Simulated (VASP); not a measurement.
# Si3Ge: single point with PBE

Si3Ge:

```xyz
4
Lattice="2.8277 0.0000 0.0000 -1.4139 2.4489 0.0000 0.0000 0.0000 9.1736" Properties=species:S:1:pos:R:3 pbc="T T T"
Si    1.4139    0.8163    2.4756
Si    1.4139    0.8163    6.6979
Si    0.0000    1.6326    4.5868
Ge    0.0000    1.6326    0.0000
```

- Program: VASP 6.6.1
- Task: single point
- Functional: PBE
- Potentials or basis: VASP PAW PBE potentials, release 64 (Si, Ge_d)
- Cutoff: 500 eV
- k mesh: 6 × 6 × 2
- Occupations: gaussian, width 0.1 eV
- Spin: no spin polarisation
- Dipole correction: no
- Further INCAR settings: ALGO = Normal; EDIFF = 1e-06; NBANDS = 21

| Item | Value |
| --- | --- |
| Pressure | 0.1 GPa |
| Largest force | 0.029 eV/Å |
| Band gap on the k mesh | zero (band 13 reaches 16.00 eV, above the bottom of band 14 at 5.89 eV) |

Forces on the atoms (eV/Å):
```
Si   0.000  0.000  0.029
Si   0.000  0.000 -0.029
Si   0.000  0.000  0.000
Ge   0.000  0.000  0.000
```

Stress tensor (GPa, compression positive):
```
 0.11  0.00  0.00
 0.00  0.11  0.00
 0.00  0.00 -0.04
```

Levels at points of the mesh, in eV from the Fermi level:
| k point | band 11 | band 12 | band 13 | band 14 | band 15 | band 16 |
| --- | --- | --- | --- | --- | --- | --- |
| (0.00, 0.00, 0.00) | 1.09 | 1.41 | 6.88 | 6.88 | 8.27 | 8.27 |
| (0.50, 0.00, 0.00) | -5.79 | -1.81 | -1.64 | -1.50 | 0.34 | 2.42 |
| (0.00, 0.00, 0.50) | -2.94 | 5.73 | 6.86 | 6.94 | 6.94 | 7.93 |
| (0.50, 0.00, 0.50) | -4.24 | -4.04 | -3.22 | 1.42 | 2.34 | 2.53 |

Wall time 35 s on 1 thread of Intel(R) Xeon(R) Platinum 8375C CPU @ 2.90GHz (Ice Lake), with other jobs on the host, peak memory 0.18 GiB.

Caveat: the k points lie up to 0.43 Å⁻¹ apart.
